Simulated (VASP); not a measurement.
# Al in VASP: single point with PBE+D3(BJ)

Aim: the single point of Al with PBE+D3(BJ).

All numbers are computed with VASP 6.6.1; they aren't measurements. Logs are shortened: lines on timing, memory, paths and dates and some standing lists are left out, and cuts for length are marked.

## 1. The cell of the first run

The cell holds a slab with vacuum, 12 atoms: a = 5.728 Å, b = 5.728 Å, c = 16.677 Å, α = 90.00°, β = 90.00°, γ = 60.00°.

## 2. Single point, PBE+D3(BJ)

INCAR

```
SYSTEM = Al
PREC = Accurate
ENCUT = 520
EDIFF = 1E-6
ISMEAR = -1
SIGMA = 0.1
LREAL = .FALSE.
LASPH = .TRUE.
NELM = 100
ALGO = Normal
ISIF = 2
LWAVE = .FALSE.
LCHARG = .FALSE.
GGA = PE
IVDW = 12
NBANDS = 30
```

KPOINTS

```
regular mesh
0
G
  2 2 1
  0 0 0
```

POSCAR

```
Al
1.0
    5.7275650000      0.0000000000      0.0000000000
    2.8637820000      4.9602170000      0.0000000000
    0.0000000000      0.0000000000     16.6765370000
Al
12
Direct
    0.1666684945      0.1666660955      0.0599644878
    0.6666715499      0.1666660955      0.0599644878
    0.1666709227      0.6666643818      0.0599644878
    0.6666739781      0.6666643818      0.0599644878
   -0.2503889039      0.4228040830      0.2118425426
    0.3171722866      0.3459324461      0.2184686185
   -0.1773472957      0.8510313158      0.2048566798
    0.2478010071      0.8877434193      0.2051984774
   -0.0132157795      0.0571950784      0.3526331636
    0.4497715594      0.0818512577      0.3504024846
   -0.0730195126      0.5868896462      0.3555294484
    0.4554678545      0.5707411591      0.3557753028
```

Potentials or basis: VASP PAW PBE potentials, release 64 (Al).

The run is started by

```console
> cat potpaw_PBE.64/Al/POTCAR > POTCAR
> mpirun -np 1 vasp_std > vasp.out
```

OUTCAR:

```text
SYSTEM = Al
   PREC = Accurate
   ENCUT = 520
   EDIFF = 1E-6
   ISMEAR = -1
   LREAL = .FALSE.
   LASPH = .TRUE.
   NELM = 100
   ISIF = 2
   GGA = PE
   IVDW = 12
 IVDW          = 12

 ion  position               nearest neighbor table
   1  0.167  0.167  0.060-   8 2.81   4 2.86   2 2.86   3 2.86   3 2.86   2 2.86   4 2.86   6 3.11
                             5 3.28
   2  0.667  0.167  0.060-   1 2.86   3 2.86   4 2.86   4 2.86   3 2.86   1 2.86   7 2.88   5 3.08
                             6 3.16
   3  0.167  0.667  0.060-   4 2.86   2 2.86   1 2.86   1 2.86   2 2.86   4 2.86   8 2.88   7 2.96
                             6 3.09
   4  0.667  0.667  0.060-   5 2.82   1 2.86   3 2.86   2 2.86   2 2.86   3 2.86   1 2.86   7 2.95
                             8 3.19
   5  0.750  0.423  0.212-   7 2.69   6 2.73   8 2.78  12 2.81   4 2.82  11 2.93   8 2.97   9 2.98
                             6 3.06   2 3.08   7 3.09   1 3.28
   6  0.317  0.346  0.218-  10 2.56   5 2.73   8 2.85   7 2.87   7 2.87  12 2.92   8 2.93  11 3.01
                             5 3.06   3 3.09   1 3.11   2 3.16
   7  0.823  0.851  0.205-   8 2.55   5 2.69  11 2.84   6 2.87   6 2.87   2 2.88   4 2.95   3 2.96
                            10 3.06   9 3.08   5 3.09   8 3.19
   8  0.248  0.888  0.205-   7 2.55   5 2.78   9 2.79   1 2.81   6 2.85   3 2.88   6 2.93   5 2.97
                            12 2.98  10 3.12   4 3.19   7 3.19
   9  0.987  0.057  0.353-  10 2.73  12 2.74   8 2.79  11 2.88  11 2.88   5 2.98  12 2.99  10 3.01
                             7 3.08
  10  0.450  0.082  0.350-   6 2.56   9 2.73  11 2.79  12 2.82  12 2.91  11 2.95   9 3.01   7 3.06
                             8 3.12
  11  0.927  0.587  0.356-  12 2.75  10 2.79   7 2.84   9 2.88   9 2.88   5 2.93  10 2.95  12 2.98
                             6 3.01
  12  0.455  0.571  0.356-   9 2.74  11 2.75   5 2.81  10 2.82  10 2.91   6 2.92   8 2.98  11 2.98
                             9 2.99

  LATTYP: Found a hexagonal cell.
 ALAT       =     5.7275649303
 C/A-ratio  =     2.9116277516

  Lattice vectors:

 A1 = (  -2.8637820000,  -4.9602170000,   0.0000000000)
 A2 = (   5.7275650000,   0.0000000000,   0.0000000000)
 A3 = (   0.0000000000,   0.0000000000,  16.6765370000)

Analysis of symmetry for initial positions (statically):
=====================================================================
 Subroutine PRICEL returns:
 Original cell was already a primitive cell.

 Routine SETGRP: Setting up the symmetry group for a
 hexagonal supercell.

 Subroutine GETGRP returns: Found  1 space group operations
 (whereof  1 operations were pure point group operations)
 out of a pool of 24 trial point group operations.

The static configuration has the point symmetry C_1 .

Analysis of symmetry for dynamics (positions and initial velocities):
=====================================================================
 Subroutine PRICEL returns:
[... 128 lines left out ...]
     AMIX_MAG =   1.60;   BMIX_MAG =  1.00
  volume/ion in A,a.u.               =      39.48       266.44
  Fermi-wavevector in a.u.,A,eV,Ry     =   0.693399  1.310335  6.541719  0.480803
  Thomas-Fermi vector in A             =   1.775602
   LORBIT       =      0    0 simple, 1 ext, 2 COOP (PROOUT), +10 PAW based schemes
   GGA     = PE    functional components
   LHFCALC =     F    Hartree Fock is set to
   AEXX    =    0.0000 exact exchange contribution
   IVDW    =    12    specifies the selected vdW correction
   LEPSILON=     F    determine dielectric tensor
   LRPA    =     F    only Hartree local field effects (RPA)
 non-spin polarized calculation
  energy-cutoff  :      520.00
  volume of cell :      473.78
 maximum number of plane-waves:     12795
 NGX is ok and might be reduce to    48
   NGX = 21   NGY = 21   NGZ = 63

 number of electron      36.0000000 magnetization

 Free energy of the ion-electron system (eV)
  ---------------------------------------------------
  ext. energy  EPLUGINS =         0.00000000
  ---------------------------------------------------
  free energy    TOTEN  =       -40.41903260 eV

  energy without entropy =      -40.08893638  energy(sigma->0) =      -40.25398449

 E-fermi :   1.1860     XC(G=0):  -5.4446

 val. band max:        1.1834263711   @ k =   0.5000  -0.0000   0.0000
 cond. band min:       1.2215424215   @ k =   0.5000   0.5000   0.0000
 fundamental gap:      0.0381160504
 Fermi energy:         1.1860011765

 k-point     1 :       0.0000    0.0000    0.0000
  band No.  band energies     occupation
      1      -9.0534      2.00000
      2      -7.6911      2.00000
      3      -5.2074      2.00000
      4      -3.4852      2.00000
      5      -3.3749      2.00000
      6      -3.2629      2.00000
[... 121 lines left out ...]
     29       4.7787      0.00000
     30       4.8485      0.00000

------------------------ aborting loop because EDIFF is reached ----------------------------------------

 Edisp (eV)   -2.66372

 E8    (eV) :    -1.2391

  FORCE on cell =-STRESS in cart. coord.  units (eV):
  Direction    XX          YY          ZZ          XY          YZ          ZX
  --------------------------------------------------------------------------------------
  -------------------------------------------------------------------------------------
  Total      -3.51904   -10.04761     0.94243     0.35321    -1.50378    -0.18125
  in kB     -11.90030   -33.97792     3.18700     1.19445    -5.08533    -0.61292
  external pressure =      -14.23 kB  Pullay stress =        0.00 kB

 VOLUME and BASIS-vectors are now :
 -----------------------------------------------------------------------------
  energy-cutoff  :      520.00
  volume of cell :      473.78
      direct lattice vectors                 reciprocal lattice vectors
     5.727565000  0.000000000  0.000000000     0.174594265 -0.100802024  0.000000000
     2.863782000  4.960217000  0.000000000     0.000000000  0.201604083  0.000000000
     0.000000000  0.000000000 16.676537000     0.000000000  0.000000000  0.059964488

 POSITION                                       TOTAL-FORCE (eV/Angst)
 -----------------------------------------------------------------------------------
      1.43190      0.82670      1.00000         0.064210      0.165560      0.062825
      4.29570      0.82670      1.00000        -0.082903      0.132405      0.107446
      2.86380      3.30680      1.00000        -0.012023     -0.079267      0.016305
      5.72760      3.30680      1.00000        -0.028958      0.005158     -0.008510
      5.50427      2.09720      3.53280         0.265988     -0.427341     -0.171321
      2.80730      1.71590      3.64330        -0.232243      0.158474     -1.034295
      7.14896      4.22130      3.41630        -0.547478      0.243850      0.228597
      3.96160      4.40340      3.42200         0.696654      0.185911      0.102522
      5.81566      0.28370      5.88070        -0.570127      0.215162      0.033734
      2.81050      0.40600      5.84350         0.293714     -0.322006      0.505953
      6.99007      2.91110      5.92900         0.252460     -0.084392      0.051408
      4.24320      2.83100      5.93310        -0.099294     -0.193516      0.105338
 -----------------------------------------------------------------------------------
    total drift:                               -0.000001      0.000001     -0.000016

  FREE ENERGIE OF THE ION-ELECTRON SYSTEM (eV)
  ---------------------------------------------------
  free  energy   TOTEN  =       -43.0827490942 eV

  energy  without entropy=      -42.7526528751  energy(sigma->0) =      -42.91770098
```

OSZICAR:

```text
N       E                     dE             d eps       ncg     rms          rms(c)
DAV:   1     0.922904651638E+02    0.92290E+02   -0.11131E+04   240   0.871E+02
DAV:   2    -0.351118954735E+02   -0.12740E+03   -0.12042E+03   308   0.137E+02
DAV:   3    -0.422501859702E+02   -0.71383E+01   -0.68285E+01   306   0.301E+01
[... 12 lines left out ...]
DAV:  16    -0.404188046691E+02   -0.81961E-03   -0.84759E-05   276   0.280E-02    0.616E-03
DAV:  17    -0.404190059361E+02   -0.20127E-03   -0.21107E-05   288   0.123E-02    0.393E-03
DAV:  18    -0.404190291898E+02   -0.23254E-04   -0.38759E-06   244   0.681E-03    0.135E-03
DAV:  19    -0.404190324179E+02   -0.32281E-05   -0.12000E-06   212   0.402E-03    0.477E-04
DAV:  20    -0.404190326038E+02   -0.18592E-06   -0.13172E-07   224   0.181E-03
   1 F= -.43082749E+02 E0= -.42917701E+02  d E =-.330096E+00
```

stdout:

```text
POSCAR found type information on POSCAR Al
 POSCAR found :  1 types and      12 ions
 scaLAPACK will be used
 LDA part: xc-table for (Slater+PW92), standard interpolation
 POSCAR, INCAR and KPOINTS ok, starting setup
 FFT: planning ... GRIDC
 FFT: planning ... GRID_SOFT
 FFT: planning ... GRID
 WAVECAR not read
 entering main loop
```

Wall time 1.9 min (1 thread of Intel Xeon Platinum 8259CL at 2.50GHz (Skylake/Cascade Lake), shared host); peak memory 0.54 GiB.

Results:

```
Free energy                : -43.0827 eV
Largest force              : 1.072 eV/Å
Band gap on the k mesh     : zero (band 18 reaches 1.45 eV, above the bottom of band 19 at 0.62 eV)
Dispersion energy per atom : -0.222 eV
```

Forces in eV/Å, atoms in the order of the input:
```
Al   0.064  0.166  0.063
Al  -0.083  0.132  0.107
Al  -0.012 -0.079  0.016
Al  -0.029  0.005 -0.009
Al   0.266 -0.427 -0.171
Al  -0.232  0.158 -1.034
Al  -0.547  0.244  0.229
Al   0.697  0.186  0.103
Al  -0.570  0.215  0.034
Al   0.294 -0.322  0.506
Al   0.252 -0.084  0.051
Al  -0.099 -0.194  0.105
```

Levels at points of the mesh, in eV from the Fermi level:
```csv
k point,band 15,band 16,band 17,band 18,band 19,band 20
"(0.00, 0.00, 0.00)",-2.80,-2.64,-0.77,-0.66,-0.56,-0.46
"(0.50, 0.00, 0.00)",-0.29,-0.09,0.00,0.05,0.95,0.96
"(0.50, 0.50, 0.00)",-0.53,-0.13,0.04,0.27,0.78,0.90
"(0.00, 0.50, 0.00)",-0.30,-0.21,-0.07,0.04,0.78,0.91
```

Caveat: the k points lie up to 0.63 Å⁻¹ apart.
